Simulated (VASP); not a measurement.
A run of VASP 6.6.1 is set up as follows.

The input POSCAR:

```
Eu
1.0
    0.0000000000      2.7893026914      2.7893026914
    2.7893026914      0.0000000000      2.7893026914
    2.7893026914      2.7893026914      0.0000000000
Eu
1
Direct
    0.0000000000      0.0000000000      0.0000000000
```

The input INCAR.step1:

```
  ALGO = Normal
  EDIFF = 1E-7
  ENCUT = 520
  GGA = PE
  ISIF = 2
  ISMEAR = -1
  ISPIN = 2
  LASPH = True
  LCHARG = True
  LDAU = True
  LDAUJ = 0
  LDAUL = 3
  LDAUPRINT = 1
  LDAUTYPE = 2
  LDAUU = 6
  LMAXMIX = 6
  LREAL = False
  LWAVE = False
  MAGMOM = 7
  NBANDS = 18
  NELM = 150
  PREC = Accurate
  SIGMA = 0.08
```

KPOINTS.step1

```
k-points
0
Gamma
  9 9 9
```

Contents of INCAR.step2:

```
  ALGO = Normal
  EDIFF = 1E-7
  ENCUT = 520
  GGA = PE
  ICHARG = 11
  ISIF = 2
  ISMEAR = -5
  ISPIN = 2
  LASPH = True
  LCHARG = False
  LDAU = True
  LDAUJ = 0
  LDAUL = 3
  LDAUPRINT = 1
  LDAUTYPE = 2
  LDAUU = 6
  LMAXMIX = 6
  LORBIT = 11
  LREAL = False
  LWAVE = False
  MAGMOM = 7
  NEDOS = 1001
  NELM = 150
  PREC = Accurate
  SIGMA = 0.08
```

The input KPOINTS.step2:

```
k-points
0
Gamma
  14 14 14
```

Potentials or basis: VASP PAW PBE potentials, release 64 (Eu).

The run is started by

```bash
$ cat potpaw_PBE.64/Eu/POTCAR > POTCAR
$ cp INCAR.step1 INCAR
$ cp KPOINTS.step1 KPOINTS
$ mpirun -np 1 vasp_std > vasp.out
$ cp INCAR.step2 INCAR
$ cp KPOINTS.step2 KPOINTS
$ mpirun -np 1 vasp_std > vasp.out
```

Task: Predict the net moment.

Result: 7.43 μB per cell.

Task: Predict the site moments.

Result: Eu +6.83 μB.

Eigenvalues of the final occupation matrices:
| site | spin | trace | eigenvalues |
| --- | --- | --- | --- |
| site 1 f | 1 | 6.82 | 0.97 0.97 0.97 0.97 0.98 0.98 0.98 |
| site 1 f | 2 | 0.00 | 0.00 0.00 0.00 0.00 0.00 0.00 0.00 |

Caveat: spin-orbit coupling is left out, which moves the levels of the heavy elements. The state reached can hang on the start; a lower one may exist.
